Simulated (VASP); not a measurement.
Input of a VASP 6.6.1 run:

File INCAR:

```
SYSTEM = Bi
ALGO     = Fast           ! electronic algorithm
EDIFF    = 1E-7           ! SCF threshold, eV
ENCUT    = 520            ! plane-wave cutoff, eV
GGA      = PS             ! functional
ISIF     = 2              ! what is computed and relaxed
ISMEAR   = 0              ! smearing method
IVDW     = 12             ! dispersion correction
LASPH    = .TRUE.         ! aspherical terms in the spheres
LCHARG   = .FALSE.        ! write CHGCAR
LREAL    = .FALSE.        ! projectors in reciprocal space
LWAVE    = .FALSE.        ! write WAVECAR
NBANDS   = 14             ! bands
NELM     = 100            ! most SCF steps
PREC     = Accurate       ! precision mode
SIGMA    = 0.15           ! smearing width, eV
```

File KPOINTS:

```
k-points
0
G
  16 16 16
  0 0 0
```

POSCAR

```
Bi
1.0
   -1.6577012596      2.2348617980      1.8790423261
    1.6577012596     -2.2348617980      1.8790423261
    1.6577012596      2.2348617980     -1.8790423261
Bi
1
Direct
    0.0000000000      0.0000000000      0.0000000000
```

Potentials or basis: VASP PAW PBE potentials, release 64 (Bi_d).

Command:

```bash
$ cat potpaw_PBE.64/Bi_d/POTCAR > POTCAR
$ mpirun -np 1 vasp_std > vasp.out
```

(1) Predict the pressure.

(2) Estimate the dispersion energy per atom.

## Answers

(1) 2.6 GPa.

(2) -0.588 eV.

Caveat: the cell differs from its parent crystal (strain +e along x and -e along y -0.1500, strain +e along z and -e/2 along x and y -0.0233); the PAW data sets were made with another functional, which shifts forces and pressure a little.
